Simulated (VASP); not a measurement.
# Cs2GaAg (P-3m1) in VASP: further runs

Runs on Cs2GaAg. Level: PBE. Tasks: single point, relaxation of cell and atoms.

All numbers are computed with VASP 6.6.1; they aren't measurements. Logs are shortened: lines on timing, memory, paths and dates and some standing lists are left out, and cuts for length are marked.

### 1 The cell of the first run

It takes space group P-3m1 (No. 164, trigonal). Conventional cell: a = 6.034 Å, b = 6.034 Å, c = 6.462 Å, α = 90.00°, β = 90.00°, γ = 120.00°. Within 5.1 Å of Cs (site symmetry 3m) lie 3 Ag at 3.77 Å and 3 Ga at 3.92 Å and 6 Cs at 4.51 to 5.01 Å. Within 4.3 Å of Ga (site symmetry -3m) lie 2 Ag at 3.23 Å and 6 Cs at 3.92 Å. Ag (site symmetry -3m) has 2 Ga at 3.23 Å and 6 Cs at 3.77 Å within 4.3 Å.

The cell was built from a structure type or drawn by symmetry, and may not be a known phase.

### 2 Single point, PBE

File INCAR:

```
SYSTEM = Cs2GaAg
ALGO     = Fast           ! electronic algorithm
EDIFF    = 1E-6           ! SCF threshold, eV
ENCUT    = 520            ! plane-wave cutoff, eV
GGA      = PE             ! functional
ISIF     = 2              ! what is computed and relaxed
ISMEAR   = 0              ! smearing method
LASPH    = .True.         ! aspherical terms in the spheres
LCHARG   = .True.         ! write CHGCAR
LELF     = .True.         ! ELF
LREAL    = .False.        ! projectors in reciprocal space
LVHAR    = .True.       
LWAVE    = .False.        ! write WAVECAR
NBANDS   = 29             ! bands
NELM     = 80             ! most SCF steps
PREC     = Accurate       ! precision mode
SIGMA    = 0.1            ! smearing width, eV
```

File KPOINTS:

```
k-points
0
Gamma
  6 6 2
  0 0 0
```

File POSCAR:

```
Cs2GaAg
1.0
    6.0342306156     -0.0000000037      0.0000000000
   -3.0171153045      5.2257970072      0.0000000000
    0.0000000000      0.0000000000      6.4619068892
Cs Ga Ag
2 1 1
Direct
    0.6666666667      0.3333333333      0.7218814850
    0.3333333333      0.6666666667      0.2781185150
    0.0000000000      0.0000000000      0.0000000000
    0.0000000000      0.0000000000      0.5000000000
```

Potentials or basis: VASP PAW PBE potentials, release 64 (Cs_sv, Ga_d, Ag).

Started as:

```
cat potpaw_PBE.64/Cs_sv/POTCAR potpaw_PBE.64/Ga_d/POTCAR potpaw_PBE.64/Ag/POTCAR > POTCAR
mpirun -np 1 vasp_std > vasp.out
```

OUTCAR:

```text
SYSTEM = Cs2GaAg
   EDIFF = 1E-6
   ENCUT = 520
   GGA = PE
   ISIF = 2
   ISMEAR = 0
   LASPH = .True.
   LREAL = .False.
   NELM = 80
   PREC = Accurate

 ion  position               nearest neighbor table
   1  0.667  0.333  0.722-
   2  0.333  0.667  0.278-
   3  0.000  0.000  0.000-   4 3.23   4 3.23
   4  0.000  0.000  0.500-   3 3.23   3 3.23

  LATTYP: Found a hexagonal cell.
 ALAT       =     6.0342306156
 C/A-ratio  =     1.0708750296

  Lattice vectors:

 A1 = (   6.0342306156,  -0.0000000037,   0.0000000000)
 A2 = (  -3.0171153045,   5.2257970072,   0.0000000000)
 A3 = (   0.0000000000,   0.0000000000,   6.4619068892)

Analysis of symmetry for initial positions (statically):
=====================================================================
 Subroutine PRICEL returns:
 Original cell was already a primitive cell.

 Routine SETGRP: Setting up the symmetry group for a
 hexagonal supercell.

 Subroutine GETGRP returns: Found 12 space group operations
 (whereof 12 operations were pure point group operations)
 out of a pool of 24 trial point group operations.

The static configuration has the point symmetry D_3d.

Analysis of symmetry for dynamics (positions and initial velocities):
=====================================================================
 Subroutine PRICEL returns:
 Original cell was already a primitive cell.

 Routine SETGRP: Setting up the symmetry group for a
 hexagonal supercell.

 Subroutine GETGRP returns: Found 12 space group operations
 (whereof 12 operations were pure point group operations)
 out of a pool of 24 trial point group operations.

The dynamic configuration has the point symmetry D_3d.

 Subroutine INISYM returns: Found 12 space group operations
 (whereof 12 operations are pure point group operations),
 and found     1 'primitive' translations

----------------------------------------------------------------------------------------

                                     Primitive cell

  volume of cell :     203.7676

  direct lattice vectors                    reciprocal lattice vectors
     6.034230616 -0.000000004  0.000000000     0.165721210  0.095679185  0.000000000
    -3.017115304  5.225797007  0.000000000     0.000000000  0.191358371  0.000000000
     0.000000000  0.000000000  6.461906889     0.000000000  0.000000000  0.154753081

  length of vectors
     6.034230616  6.034230616  6.461906889     0.191358371  0.191358371  0.154753081

  position of ions in fractional coordinates (direct lattice)
     0.666666667  0.333333333  0.721881485
     0.333333333  0.666666667  0.278118515
     0.000000000  0.000000000  0.000000000
     0.000000000  0.000000000  0.500000000

  ion indices of the primitive-cell ions
   primitive index   ion index
                 1           1
                 2           2
                 3           3
                 4           4

----------------------------------------------------------------------------------------

 KPOINTS: k-points

Automatic generation of k-mesh.
 Grid dimensions read from file:
 generate k-points for:    6    6    2

 Generating k-lattice:

  Cartesian coordinates                     Fractional coordinates (reciprocal lattice)
     0.027620202  0.015946531  0.000000000     0.166666667  0.000000000  0.000000000
     0.000000000  0.031893062  0.000000000     0.000000000  0.166666667  0.000000000
     0.000000000  0.000000000  0.077376540     0.000000000  0.000000000  0.500000000

  Length of vectors
     0.031893062  0.031893062  0.077376540

  Shift w.r.t. Gamma in fractional coordinates (k-lattice)
     0.000000000  0.000000000  0.000000000

 Subroutine IBZKPT returns following result:
 ===========================================

 Found     14 irreducible k-points:

 Following reciprocal coordinates:
            Coordinates               Weight
  0.000000  0.000000  0.000000      1.000000
  0.166667  0.000000  0.000000      6.000000
  0.333333  0.000000  0.000000      6.000000
  0.500000 -0.000000  0.000000      3.000000
  0.166667  0.166667  0.000000      6.000000
  0.333333  0.166667  0.000000     12.000000
  0.333333  0.333333  0.000000      2.000000
  0.000000  0.000000  0.500000      1.000000
  0.166667  0.000000  0.500000      6.000000
  0.333333  0.000000  0.500000      6.000000
  0.500000 -0.000000  0.500000      3.000000
  0.166667  0.166667  0.500000      6.000000
  0.333333  0.166667  0.500000     12.000000
  0.333333  0.333333  0.500000      2.000000
   k-points           NKPTS =     14   k-points in BZ     NKDIM =     14   number of bands    NBANDS=     29
   number of dos      NEDOS =    301   number of ions     NIONS =      4
   total plane-waves  NPLWV = 110592
   dimension x,y,z NGX =    48 NGY =   48 NGZ =   48
   dimension x,y,z NGXF=    96 NGYF=   96 NGZF=   96
   ions per type =               2   1   1
   NGX,Y,Z   is equivalent  to a cutoff of  13.22, 13.22, 12.35 a.u.
   NGXF,Y,Z  is equivalent  to a cutoff of  26.45, 26.45, 24.70 a.u.
 SYSTEM =  Cs2GaAg
   PREC   = accura    normal or accurate (medium, high low for compatibility)
   ISTART =      0    job   : 0-new  1-cont  2-samecut
   ICHARG =      2    charge: 1-file 2-atom 10-const
   ISPIN  =      1    spin polarized calculation?
   LNONCOLLINEAR =      F non collinear calculations
   LSORBIT =      F    spin-orbit coupling
   LASPH  =      T    aspherical Exc in radial PAW
   ENCUT  =  520.0 eV  38.22 Ry    6.18 a.u.  11.22 11.22 12.01*2*pi/ulx,y,z
   NELM   =     80;   NELMIN=  2; NELMDL= -5     # of ELM steps
   EDIFF  = 0.1E-05   stopping-criterion for ELM
   LREAL  =      F    real-space projection
   EDIFFG = 0.1E-04   stopping-criterion for IOM
   NSW    =      0    number of steps for IOM
   IBRION =     -1    ionic relax: 0-MD 1-quasi-New 2-CG
   NFREE  =      0    steps in history (QN), initial steepest desc. (CG)
   ISIF   =      2    stress and relaxation
   ISYM   =      2    0-nonsym 1-usesym 2-fastsym
   POTIM  = 0.5000    time-step for ionic-motion
   TEBEG  =    0.0;   TEEND  =   0.0 temperature during run
   PSTRESS=    0.0 pullay stress
   NELECT =      42.0000    total number of electrons
   NUPDOWN=      -1.0000    fix difference up-down
   EMIN   =  10.00;   EMAX   =-10.00  energy-range for DOS
   EFERMI =   0.00;   METHOD = LEGACY
   ISMEAR =     0;   SIGMA  =   0.10  broadening in eV -4-tet -1-fermi 0-gaus
   EFERMI_NEDOS =   21; number of points for ismear=-14 and -15
   IALGO  =     68    algorithm
   IMIX   =      4    mixing-type and parameters
     AMIX     =   0.40;   BMIX     =  1.00
     AMIX_MAG =   1.60;   BMIX_MAG =  1.00
  volume/ion in A,a.u.               =      50.94       343.77
  Fermi-wavevector in a.u.,A,eV,Ry     =   0.967044  1.827448 12.723815  0.935174
  Thomas-Fermi vector in A             =   2.096897
   LORBIT       =      0    0 simple, 1 ext, 2 COOP (PROOUT), +10 PAW based schemes
   GGA     = PE    functional components
   LHFCALC =     F    Hartree Fock is set to
   AEXX    =    0.0000 exact exchange contribution
   IVDW    =     0    specifies the selected vdW correction
   LEPSILON=     F    determine dielectric tensor
   LRPA    =     F    only Hartree local field effects (RPA)
 non-spin polarized calculation
 RMM-DIIS sequential band-by-band and
 Gauss-broadening in eV      SIGMA  =   0.10
  energy-cutoff  :      520.00
  volume of cell :      203.77
 maximum number of plane-waves:      5514
 NGX is ok and might be reduce to    48
   NGX = 23   NGY = 23   NGZ = 25

 number of electron      42.0000002 magnetization

 Free energy of the ion-electron system (eV)
  ---------------------------------------------------
  ext. energy  EPLUGINS =         0.00000000
  ---------------------------------------------------
  free energy    TOTEN  =        -6.34170976 eV

  energy without entropy =       -6.30846109  energy(sigma->0) =       -6.32508543

 E-fermi :   1.6360     XC(G=0):  -7.2631

 val. band max:        1.6239445862   @ k =   0.3333   0.3333   0.5000
 cond. band min:       1.6748704906   @ k =   0.3333   0.0000   0.5000
 fundamental gap:      0.0509259044
 Fermi energy:         1.6360200730

 k-point     1 :       0.0000    0.0000    0.0000
  band No.  band energies     occupation
      1     -21.2142      2.00000
      2     -21.1654      2.00000
      3     -13.5322      2.00000
      4     -13.5322      2.00000
      5     -13.4604      2.00000
      6     -13.4604      2.00000
[... 21 lines left out ...]
     28       4.7854      0.00000
     29       4.7932      0.00000

 k-point     2 :       0.1667    0.0000    0.0000
  band No.  band energies     occupation
      1     -21.2110      2.00000
      2     -21.1681      2.00000
      3     -13.5321      2.00000
      4     -13.5321      2.00000
      5     -13.4605      2.00000
      6     -13.4604      2.00000
[... 21 lines left out ...]
     28       5.0866      0.00000
     29       5.5317      0.00000

 k-point     3 :       0.3333    0.0000    0.0000
  band No.  band energies     occupation
      1     -21.2029      2.00000
      2     -21.1750      2.00000
      3     -13.5319      2.00000
      4     -13.5319      2.00000
      5     -13.4605      2.00000
      6     -13.4603      2.00000
[... 21 lines left out ...]
     28       5.4498      0.00000
     29       5.9671      0.00000

 k-point     4 :       0.5000   -0.0000    0.0000
  band No.  band energies     occupation
      1     -21.1966      2.00000
      2     -21.1807      2.00000
      3     -13.5318      2.00000
      4     -13.5318      2.00000
      5     -13.4605      2.00000
      6     -13.4602      2.00000
[... 277 lines left out ...]
     28       5.3408      0.00000
     29       5.4442      0.00000

 k-point    13 :       0.3333    0.1667    0.5000
  band No.  band energies     occupation
      1     -21.1929      2.00000
      2     -21.1841      2.00000
      3     -13.5318      2.00000
      4     -13.5318      2.00000
      5     -13.4604      2.00000
      6     -13.4602      2.00000
[... 21 lines left out ...]
     28       5.3310      0.00000
     29       5.8155      0.00000

 k-point    14 :       0.3333    0.3333    0.5000
  band No.  band energies     occupation
      1     -21.1883      2.00000
      2     -21.1883      2.00000
      3     -13.5318      2.00000
      4     -13.5318      2.00000
      5     -13.4603      2.00000
      6     -13.4603      2.00000
[... 21 lines left out ...]
     28       5.1596      0.00000
     29       5.6890      0.00000

------------------------ aborting loop because EDIFF is reached ----------------------------------------

  FORCE on cell =-STRESS in cart. coord.  units (eV):
  Direction    XX          YY          ZZ          XY          YZ          ZX
  --------------------------------------------------------------------------------------
  -------------------------------------------------------------------------------------
  Total        0.0227059      0.0227059     -0.0266599      0.0000000      0.0000000      0.0000000
  in kB        0.1785314      0.1785314     -0.2096207      0.0000000      0.0000000      0.0000000
  external PRESSURE =       0.0491473 kB  Pullay stress =       0.0000000 kB

 VOLUME and BASIS-vectors are now :
 -----------------------------------------------------------------------------
  energy-cutoff  :      520.00
  volume of cell :      203.77
      direct lattice vectors                 reciprocal lattice vectors
     6.034230616 -0.000000004  0.000000000     0.165721210  0.095679185  0.000000000
    -3.017115304  5.225797007  0.000000000     0.000000000  0.191358371  0.000000000
     0.000000000  0.000000000  6.461906889     0.000000000  0.000000000  0.154753081

 POSITION                                       TOTAL-FORCE (eV/Angst)
 -----------------------------------------------------------------------------------
      3.01712      1.74193      4.66473         0.000000     -0.000000     -0.010309
      0.00000      3.48386      1.79718        -0.000000      0.000000      0.010309
      0.00000      0.00000      0.00000        -0.000000      0.000000      0.000000
      0.00000      0.00000      3.23095        -0.000000      0.000000      0.000000
 -----------------------------------------------------------------------------------
    total drift:                                0.000000     -0.000000      0.000000

  FREE ENERGIE OF THE ION-ELECTRON SYSTEM (eV)
  ---------------------------------------------------
  free  energy   TOTEN  =        -6.3417097640 eV

  energy  without entropy=       -6.3084610885  energy(sigma->0) =       -6.32508543
```

Run time: 1.7 min. Hardware: 1 thread of Intel Xeon Platinum 8488C (Sapphire Rapids), shared host; peak memory 0.37 GiB.

What came out:

- Free energy: -6.3417 eV
- Pressure: 0.0 GPa
- Largest force: 0.010 eV/Å
- Band gap on the k mesh: zero (bands 21 and 22 overlap by 0.65 eV)

Forces on the atoms (eV/Å):
```
Cs   0.000  0.000 -0.010
Cs   0.000  0.000  0.010
Ga   0.000  0.000  0.000
Ag   0.000  0.000  0.000
```

Levels at points of the mesh, in eV from the Fermi level:
| k point | band 18 | band 19 | band 20 | band 21 | band 22 | band 23 | band 24 | band 25 |
| --- | --- | --- | --- | --- | --- | --- | --- | --- |
| (0.00, 0.00, 0.00) | -3.67 | -3.56 | -0.74 | -0.53 | 0.22 | 0.22 | 1.85 | 2.71 |
| (0.50, 0.00, 0.00) | -3.65 | -3.45 | -0.79 | -0.61 | 0.09 | 0.43 | 1.42 | 2.24 |
| (0.00, 0.00, 0.50) | -3.68 | -3.68 | -2.34 | 0.43 | 0.43 | 1.46 | 1.46 | 2.15 |
| (0.50, 0.00, 0.50) | -3.70 | -3.67 | -1.87 | -0.05 | 0.54 | 1.02 | 2.26 | 2.45 |

Caveat: the k points lie up to 0.49 Å⁻¹ apart, too coarse for converged energies and pressures of a metal; spin-orbit coupling is left out, which moves the levels of the heavy elements.

(Continued in part 2 of 3.)
